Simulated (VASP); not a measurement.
Set up this calculation in VASP 6.6.1, as the native input.

```
Task                   : single point
Functional             : LDA
Potentials or basis    : VASP PAW LDA potentials, release 64 (Sn_d, Se)
Cutoff                 : 500 eV
k mesh                 : 8 × 8 × 4
Occupations            : gaussian, width 0.05 eV
Spin                   : no spin polarisation
Dipole correction      : no
Further INCAR settings : ALGO = Normal; EDIFF = 1e-06; NBANDS = 20
```

The structure of SnSe2 lies in POSCAR:

```
SnSe2
1.0
    3.8153893004      0.0000000000      0.0000000000
   -1.9076946502      3.3042240595      0.0000000000
    0.0000000000      0.0000000000      6.1228845416
Sn Se
1 2
Direct
    0.0000000000      0.0000000000      0.0000000000
    0.3333333333      0.6666666667      0.2571726720
    0.6666666667      0.3333333333      0.7428273280
```

One way to write it, as run:

INCAR

```
SYSTEM = SnSe2
PREC = Accurate ; ENCUT = 500
EDIFF = 1E-6 ; ISMEAR = 0
SIGMA = 0.05 ; LREAL = .False.
LASPH = .True. ; NELM = 120
ALGO = Normal ; ISIF = 2
LWAVE = .False. ; LCHARG = .False.
NBANDS = 20 ; GGA_COMPAT = .False.
```

KPOINTS

```
regular mesh
0
Gamma
  8 8 4
  0 0 0
```

Potentials or basis: VASP PAW LDA potentials, release 64 (Sn_d, Se).

Run with:

```console
$ cat potpaw_LDA.64/Sn_d/POTCAR potpaw_LDA.64/Se/POTCAR > POTCAR
$ mpirun -np 1 vasp_std > vasp.out
```

It gave:

```json
{"Pressure": "-0.9 GPa", "Largest force": "0.035 eV/Å", "Band gap on the k mesh": "0.62 eV, indirect (least direct gap 0.87 eV)"}
```

Caveat: spin-orbit coupling is left out, which moves the levels of the heavy elements.

Wall time 26 s on 1 thread of Intel(R) Xeon(R) 6975P-C (Granite Rapids), with other jobs on the host, peak memory 0.18 GiB.
